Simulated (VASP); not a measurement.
# CdSe (Fm-3m) in VASP: further runs

CdSe is run at these levels: PBE+U, PBE+D3(BJ)+U; tasks: single point.

Everything below comes from runs of VASP 6.6.1. Logs are shortened: lines on timing, memory, paths and dates and some standing lists are left out, and cuts for length are marked.

## 1. The cell of the first run

The structure is cubic, space group Fm-3m (No. 225). Conventional cell: a = 5.748 Å, b = 5.748 Å, c = 5.748 Å, α = 90.00°, β = 90.00°, γ = 90.00°. Cd (site symmetry m-3m) has 6 Se at 2.87 Å within 3.8 Å. Se (site symmetry m-3m) has 6 Cd at 2.87 Å within 3.8 Å.

## 2. Single point, PBE+U

The input, INCAR:

```
  PREC = Accurate
  ENCUT = 520
  EDIFF = 1E-7
  ISMEAR = 0
  SIGMA = 0.1
  LREAL = F
  LASPH = T
  NELM = 150
  ALGO = Normal
  ISIF = 2
  LWAVE = F
  LCHARG = T
  LDAU = T
  LDAUTYPE = 2
  LDAUL = 2 -1
  LDAUU = 5.9 0
  LDAUJ = 0 0
  LDAUPRINT = 1
  GGA = PE
  LELF = T
  LVHAR = T
  NBANDS = 16
```

The input, KPOINTS:

```
Automatic mesh
0
Gamma
  4 4 4
```

The input, POSCAR:

```
CdSe
1.0
    0.0000000000      2.8739580000      2.8739580000
    2.8739580000      0.0000000000      2.8739580000
    2.8739580000      2.8739580000      0.0000000000
Cd Se
1 1
Direct
    0.0000000000      0.0000000000      0.0000000000
    0.5000000000      0.5000000000      0.5000000000
```

Potentials or basis: VASP PAW PBE potentials, release 64 (Cd, Se).

Command:

```
> cat potpaw_PBE.64/Cd/POTCAR potpaw_PBE.64/Se/POTCAR > POTCAR
> mpirun -np 1 vasp_std > vasp.out
```

OUTCAR:

```text
PREC = Accurate
   ENCUT = 520
   EDIFF = 1E-7
   ISMEAR = 0
   LREAL = F
   LASPH = T
   NELM = 150
   ISIF = 2
   GGA = PE

 ion  position               nearest neighbor table
   1  0.000  0.000  0.000-   2 2.87   2 2.87   2 2.87   2 2.87   2 2.87   2 2.87
   2  0.500  0.500  0.500-   1 2.87   1 2.87   1 2.87   1 2.87   1 2.87   1 2.87

  LATTYP: Found a face centered cubic cell.
 ALAT       =     5.7479160000

  Lattice vectors:

 A1 = (   0.0000000000,   2.8739580000,   2.8739580000)
 A2 = (   2.8739580000,   0.0000000000,   2.8739580000)
 A3 = (   2.8739580000,   2.8739580000,   0.0000000000)

Analysis of symmetry for initial positions (statically):
=====================================================================
 Subroutine PRICEL returns:
 Original cell was already a primitive cell.

 Routine SETGRP: Setting up the symmetry group for a
 face centered cubic supercell.

 Subroutine GETGRP returns: Found 48 space group operations
 (whereof 48 operations were pure point group operations)
 out of a pool of 48 trial point group operations.

The static configuration has the point symmetry O_h .

Analysis of symmetry for dynamics (positions and initial velocities):
=====================================================================
 Subroutine PRICEL returns:
 Original cell was already a primitive cell.

 Routine SETGRP: Setting up the symmetry group for a
 face centered cubic supercell.

 Subroutine GETGRP returns: Found 48 space group operations
 (whereof 48 operations were pure point group operations)
 out of a pool of 48 trial point group operations.

The dynamic configuration has the point symmetry O_h .

 Subroutine INISYM returns: Found 48 space group operations
 (whereof 48 operations are pure point group operations),
 and found     1 'primitive' translations

[... 117 lines left out ...]
   NGX = 15   NGY = 15   NGZ = 15

atom =   1  type =  1  l = 2

 onsite density matrix

spin component  1

  0.9841  0.0000  0.0000  0.0000 -0.0000
  0.0000  0.9841 -0.0000  0.0000 -0.0000
  0.0000 -0.0000  0.9983 -0.0000  0.0000
  0.0000  0.0000 -0.0000  0.9841  0.0000
 -0.0000 -0.0000  0.0000  0.0000  0.9983

spin component  2

  0.9841  0.0000  0.0000  0.0000 -0.0000
  0.0000  0.9841 -0.0000  0.0000 -0.0000
  0.0000 -0.0000  0.9983 -0.0000  0.0000
  0.0000  0.0000 -0.0000  0.9841  0.0000
 -0.0000 -0.0000  0.0000  0.0000  0.9983

 occupancies and eigenvectors

  o =  0.9841  v =  0.0000  0.9944  0.0000  0.1054 -0.0000  0.0000  0.0000  0.0000  0.0000  0.0000      0.0000  0.0000  0.0000  0.0000  0.0000  0.0000  0.0000  0.0000  0.0000  0.0000
  o =  0.9841  v =  0.0000  0.0000  0.0000  0.0000  0.0000  0.0000  0.9944  0.0000  0.1054 -0.0000      0.0000  0.0000  0.0000  0.0000  0.0000  0.0000  0.0000  0.0000  0.0000  0.0000
  o =  0.9841  v =  1.0000  0.0000  0.0000  0.0000  0.0000  0.0000  0.0000  0.0000  0.0000  0.0000      0.0000  0.0000  0.0000  0.0000  0.0000  0.0000  0.0000  0.0000  0.0000  0.0000
  o =  0.9841  v =  0.0000  0.0000  0.0000  0.0000  0.0000  1.0000  0.0000  0.0000  0.0000  0.0000      0.0000  0.0000  0.0000  0.0000  0.0000  0.0000  0.0000  0.0000  0.0000  0.0000
  o =  0.9841  v =  0.0000  0.1054  0.0000 -0.9944 -0.0000  0.0000  0.0000  0.0000  0.0000  0.0000      0.0000  0.0000  0.0000  0.0000  0.0000  0.0000  0.0000  0.0000  0.0000  0.0000
  o =  0.9841  v =  0.0000  0.0000  0.0000  0.0000  0.0000  0.0000  0.1054  0.0000 -0.9944 -0.0000      0.0000  0.0000  0.0000  0.0000  0.0000  0.0000  0.0000  0.0000  0.0000  0.0000
  o =  0.9983  v =  0.0000  0.0000  0.0000  0.0000  0.0000  0.0000  0.0000 -0.9992  0.0000  0.0407      0.0000  0.0000  0.0000  0.0000  0.0000  0.0000  0.0000  0.0000  0.0000  0.0000
  o =  0.9983  v =  0.0000  0.0000 -0.9992  0.0000  0.0407  0.0000  0.0000  0.0000  0.0000  0.0000      0.0000  0.0000  0.0000  0.0000  0.0000  0.0000  0.0000  0.0000  0.0000  0.0000
  o =  0.9983  v =  0.0000  0.0000  0.0407 -0.0000  0.9992  0.0000  0.0000  0.0000  0.0000  0.0000      0.0000  0.0000  0.0000  0.0000  0.0000  0.0000  0.0000  0.0000  0.0000  0.0000
  o =  0.9983  v =  0.0000  0.0000  0.0000  0.0000  0.0000  0.0000  0.0000  0.0407 -0.0000  0.9992      0.0000  0.0000  0.0000  0.0000  0.0000  0.0000  0.0000  0.0000  0.0000  0.0000

 number of electron      18.0000008 magnetization

 Free energy of the ion-electron system (eV)
  ---------------------------------------------------
  ext. energy  EPLUGINS =         0.00000000
  ---------------------------------------------------
  free energy    TOTEN  =        -4.36681990 eV

  energy without entropy =       -4.35798867  energy(sigma->0) =       -4.36240428

 E-fermi :   1.9900     XC(G=0):  -9.9513

 val. band max:        1.9512284247   @ k =   0.5000   0.0000   0.0000
 cond. band min:       2.4161649402   @ k =   0.0000   0.0000   0.0000
 fundamental gap:      0.4649365155
 Fermi energy:         1.9900316981

 k-point     1 :       0.0000    0.0000    0.0000
  band No.  band energies     occupation
      1     -10.6311      2.00000
      2      -8.4273      2.00000
      3      -8.4273      2.00000
      4      -8.3241      2.00000
      5      -8.3241      2.00000
      6      -8.3241      2.00000
[... 129 lines left out ...]
      3      -8.3014      2.00000
      4      -8.3014      2.00000
      5      -8.1878      2.00000
      6      -7.5124      2.00000
[... 8 lines left out ...]
     15      14.0892      0.00000
     16      16.9365      0.00000

------------------------ aborting loop because EDIFF is reached ----------------------------------------

  FORCE on cell =-STRESS in cart. coord.  units (eV):
  Direction    XX          YY          ZZ          XY          YZ          ZX
  --------------------------------------------------------------------------------------
  -------------------------------------------------------------------------------------
  Total       -0.1741042     -0.1741042     -0.1741042     -0.0000000     -0.0000000     -0.0000000
  in kB       -5.8755493     -5.8755493     -5.8755493     -0.0000000     -0.0000000     -0.0000000
  external PRESSURE =      -5.8755493 kB  Pullay stress =       0.0000000 kB

 VOLUME and BASIS-vectors are now :
 -----------------------------------------------------------------------------
  energy-cutoff  :      520.00
  volume of cell :       47.48
      direct lattice vectors                 reciprocal lattice vectors
     0.000000000  2.873958000  2.873958000    -0.173976098  0.173976098  0.173976098
     2.873958000  0.000000000  2.873958000     0.173976098 -0.173976098  0.173976098
     2.873958000  2.873958000  0.000000000     0.173976098  0.173976098 -0.173976098

 POSITION                                       TOTAL-FORCE (eV/Angst)
 -----------------------------------------------------------------------------------
      0.00000      0.00000      0.00000         0.000000      0.000000      0.000000
      2.87396      2.87396      2.87396         0.000000     -0.000000     -0.000000
 -----------------------------------------------------------------------------------
    total drift:                               -0.000000      0.000000      0.000000

  FREE ENERGIE OF THE ION-ELECTRON SYSTEM (eV)
  ---------------------------------------------------
  free  energy   TOTEN  =        -4.3668198997 eV

  energy  without entropy=       -4.3579886686  energy(sigma->0) =       -4.36240428
```

OSZICAR:

```text
N       E                     dE             d eps       ncg     rms          rms(c)
DAV:   1     0.102225830862E+03    0.10223E+03   -0.92361E+03   272   0.104E+03
DAV:   2    -0.129101078587E+01   -0.10352E+03   -0.10005E+03   328   0.240E+02
DAV:   3    -0.469452825919E+01   -0.34035E+01   -0.34004E+01   288   0.482E+01
DAV:   4    -0.470584053333E+01   -0.11312E-01   -0.11312E-01   328   0.297E+00
DAV:   5    -0.470588801555E+01   -0.47482E-04   -0.47482E-04   312   0.162E-01    0.672E+00
DAV:   6    -0.434827832220E+01    0.35761E+00   -0.64793E-01   272   0.868E+00    0.505E+00
DAV:   7    -0.436008387337E+01   -0.11806E-01   -0.13491E-01   288   0.259E+00    0.220E+00
DAV:   8    -0.436657663278E+01   -0.64928E-02   -0.24544E-02   264   0.183E+00    0.632E-01
DAV:   9    -0.436685948112E+01   -0.28285E-03   -0.54964E-03   272   0.892E-01    0.116E-01
DAV:  10    -0.436679099045E+01    0.68491E-04   -0.47310E-04   320   0.234E-01    0.568E-02
DAV:  11    -0.436685045693E+01   -0.59466E-04   -0.14209E-04   328   0.922E-02    0.563E-02
DAV:  12    -0.436681968580E+01    0.30771E-04   -0.52562E-05   280   0.628E-02    0.793E-03
DAV:  13    -0.436682135114E+01   -0.16653E-05   -0.94974E-06   312   0.182E-02    0.820E-03
DAV:  14    -0.436681993711E+01    0.14140E-05   -0.19876E-06   280   0.119E-02    0.114E-03
DAV:  15    -0.436681989967E+01    0.37444E-07   -0.16483E-07   320   0.278E-03
   1 F= -.43668199E+01 E0= -.43624043E+01  d E =-.883123E-02
```

stdout:

```text
POSCAR found type information on POSCAR CdSe
 POSCAR found :  2 types and       2 ions
 scaLAPACK will be used
 LDA part: xc-table for (Slater+PW92), standard interpolation
 POSCAR, INCAR and KPOINTS ok, starting setup
 FFT: planning ... GRIDC
 FFT: planning ... GRID_SOFT
 FFT: planning ... GRID
 WAVECAR not read
 entering main loop
```

It took 12 s on 1 thread of Intel Xeon 6975P-C, shared host; peak memory 0.16 GiB.

Results:

| Item | Value |
| --- | --- |
| Free energy | -4.3668 eV |
| Pressure | -0.6 GPa |
| Band gap on the k mesh | zero (band 9 reaches 1.95 eV, above the bottom of band 10 at 1.92 eV) |

Levels at points of the mesh, in eV from the Fermi level:
| k point | band 7 | band 8 | band 9 | band 10 | band 11 | band 12 |
| --- | --- | --- | --- | --- | --- | --- |
| (0.00, 0.00, 0.00) | -0.35 | -0.35 | -0.35 | 0.43 | 8.50 | 8.50 |
| (0.50, 0.00, 0.00) | -4.76 | -0.04 | -0.04 | 3.34 | 5.61 | 5.61 |
| (0.50, 0.50, 0.00) | -3.79 | -1.77 | -1.77 | -0.07 | 5.37 | 10.00 |

Eigenvalues of the final occupation matrices:
```csv
site,spin,trace,eigenvalues
site 1 d,1,4.95,0.98 0.98 0.98 1.00 1.00
site 1 d,2,4.95,0.98 0.98 0.98 1.00 1.00
```

Caveat: the k points lie up to 0.47 Å⁻¹ apart; U without spin polarisation on a metal has little footing.

## 3. Single point, PBE+D3(BJ)+U

The input, INCAR:

```
SYSTEM = CdSe
PREC = Accurate
ENCUT = 520
EDIFF = 1E-6
ISMEAR = 0
SIGMA = 0.1
LREAL = .FALSE.
LASPH = .TRUE.
NELM = 150
ALGO = Normal
ISIF = 2
LWAVE = .FALSE.
LCHARG = .FALSE.
LDAU = .TRUE.
LDAUTYPE = 1
LDAUL = 2 -1
LDAUU = 3.2 0
LDAUJ = 0.84 0
LDAUPRINT = 1
GGA = PE
IVDW = 12
NBANDS = 16
```

The input, KPOINTS:

```
Automatic mesh
0
G
  4 4 4
  0 0 0
```

The input, POSCAR:

```
CdSe
1.0
    0.0000000000      2.8739580000      2.8739580000
    2.8739580000      0.0000000000      2.8739580000
    2.8739580000      2.8739580000      0.0000000000
Cd Se
1 1
Direct
    0.4690000000      0.0740000000      0.5100000000
    0.9690000000      0.5740000000      1.0100000000
```

Potentials or basis: VASP PAW PBE potentials, release 64 (Cd, Se).

Command:

```
> cat potpaw_PBE.64/Cd/POTCAR potpaw_PBE.64/Se/POTCAR > POTCAR
> mpirun -np 1 vasp_std > vasp.out
```

OUTCAR:

```text
SYSTEM = CdSe
   PREC = Accurate
   ENCUT = 520
   EDIFF = 1E-6
   ISMEAR = 0
   LREAL = .FALSE.
   LASPH = .TRUE.
   NELM = 150
   ISIF = 2
   GGA = PE
   IVDW = 12
 IVDW          = 12

 ion  position               nearest neighbor table
   1  0.469  0.074  0.510-   2 2.87   2 2.87   2 2.87   2 2.87   2 2.87   2 2.87
   2  0.969  0.574  0.010-   1 2.87   1 2.87   1 2.87   1 2.87   1 2.87   1 2.87

  LATTYP: Found a face centered cubic cell.
 ALAT       =     5.7479160000

  Lattice vectors:

 A1 = (   0.0000000000,   2.8739580000,   2.8739580000)
 A2 = (   2.8739580000,   0.0000000000,   2.8739580000)
 A3 = (   2.8739580000,   2.8739580000,   0.0000000000)

Analysis of symmetry for initial positions (statically):
=====================================================================
 Subroutine PRICEL returns:
 Original cell was already a primitive cell.

 Routine SETGRP: Setting up the symmetry group for a
 face centered cubic supercell.

 Subroutine GETGRP returns: Found 48 space group operations
 (whereof  1 operations were pure point group operations)
 out of a pool of 48 trial point group operations.

The static configuration has the point symmetry C_1 .
 The point group associated with its full space group is O_h .

[... 183 lines left out ...]
 val. band max:        2.1057600389   @ k =   0.5000   0.0000   0.0000
 cond. band min:       2.3820984386   @ k =   0.0000   0.0000   0.0000
 fundamental gap:      0.2763383997
 Fermi energy:         2.1323403748

 k-point     1 :       0.0000    0.0000    0.0000
  band No.  band energies     occupation
      1     -10.6303      2.00000
      2      -6.6442      2.00000
      3      -6.6442      2.00000
      4      -6.6018      2.00000
      5      -6.6018      2.00000
      6      -6.6018      2.00000
[... 129 lines left out ...]
      3      -6.5842      2.00000
      4      -6.5842      2.00000
      5      -6.4361      2.00000
      6      -6.0298      2.00000
[... 8 lines left out ...]
     15      14.1778      0.00000
     16      17.1235      0.00000

------------------------ aborting loop because EDIFF is reached ----------------------------------------

 Edisp (eV)   -0.77558

 E8    (eV) :    -0.3346

  FORCE on cell =-STRESS in cart. coord.  units (eV):
  Direction    XX          YY          ZZ          XY          YZ          ZX
  --------------------------------------------------------------------------------------
  -------------------------------------------------------------------------------------
  Total      -0.75537    -0.75537    -0.75537    -0.00000     0.00000     0.00000
  in kB     -25.49159   -25.49159   -25.49159    -0.00000     0.00000     0.00000
  external pressure =      -25.49 kB  Pullay stress =        0.00 kB

 VOLUME and BASIS-vectors are now :
 -----------------------------------------------------------------------------
  energy-cutoff  :      520.00
  volume of cell :       47.48
      direct lattice vectors                 reciprocal lattice vectors
     0.000000000  2.873958000  2.873958000    -0.173976098  0.173976098  0.173976098
     2.873958000  0.000000000  2.873958000     0.173976098 -0.173976098  0.173976098
     2.873958000  2.873958000  0.000000000     0.173976098  0.173976098 -0.173976098

 POSITION                                       TOTAL-FORCE (eV/Angst)
 -----------------------------------------------------------------------------------
      1.67839      2.81360      1.56056        -0.000000     -0.000000     -0.000000
      1.67839      2.81360      4.43452         0.000000      0.000000      0.000000
 -----------------------------------------------------------------------------------
    total drift:                               -0.000000     -0.000000     -0.000014

  FREE ENERGIE OF THE ION-ELECTRON SYSTEM (eV)
  ---------------------------------------------------
  free  energy   TOTEN  =        -5.4990034807 eV

  energy  without entropy=       -5.4914596436  energy(sigma->0) =       -5.49523156
```

OSZICAR:

```text
N       E                     dE             d eps       ncg     rms          rms(c)
DAV:   1     0.101273527184E+03    0.10127E+03   -0.88790E+03   256   0.104E+03
DAV:   2    -0.137848704093E+01   -0.10265E+03   -0.98327E+02   304   0.243E+02
DAV:   3    -0.510995877383E+01   -0.37315E+01   -0.37267E+01   304   0.500E+01
DAV:   4    -0.512152645915E+01   -0.11568E-01   -0.11567E-01   312   0.289E+00
DAV:   5    -0.512157210026E+01   -0.45641E-04   -0.45641E-04   296   0.162E-01    0.537E+00
DAV:   6    -0.472737962308E+01    0.39419E+00   -0.60566E-01   288   0.841E+00    0.421E+00
DAV:   7    -0.472118907221E+01    0.61906E-02   -0.96448E-02   256   0.214E+00    0.202E+00
DAV:   8    -0.472318084041E+01   -0.19918E-02   -0.80408E-03   296   0.991E-01    0.189E-01
DAV:   9    -0.472337227892E+01   -0.19144E-03   -0.48730E-04   312   0.221E-01    0.443E-02
DAV:  10    -0.472341079986E+01   -0.38521E-04   -0.41505E-05   288   0.710E-02    0.372E-02
DAV:  11    -0.472342502740E+01   -0.14228E-04   -0.13428E-05   304   0.310E-02    0.133E-02
DAV:  12    -0.472342531276E+01   -0.28536E-06   -0.30548E-07   200   0.476E-03
   1 F= -.54990035E+01 E0= -.54952316E+01  d E =-.754384E-02
```

It took 11 s on 1 thread of Intel Xeon 6975P-C, shared host; peak memory 0.17 GiB.

Results:

| Item | Value |
| --- | --- |
| Free energy | -5.4990 eV |
| Pressure | -2.5 GPa |
| Band gap on the k mesh | zero (band 9 reaches 2.11 eV, above the bottom of band 10 at 1.87 eV) |
| Dispersion energy per atom | -0.388 eV |

Eigenvalues of the final occupation matrices:
```csv
site,spin,trace,eigenvalues
site 1 d,1,4.85,0.97 0.97 0.97 0.98 0.98
site 1 d,2,4.85,0.97 0.97 0.97 0.98 0.98
```

Caveat: the k points lie up to 0.47 Å⁻¹ apart; three body term missing; U without spin polarisation on a metal has little footing; pairwise dispersion overbinds metals, which lowers pressure and volume.
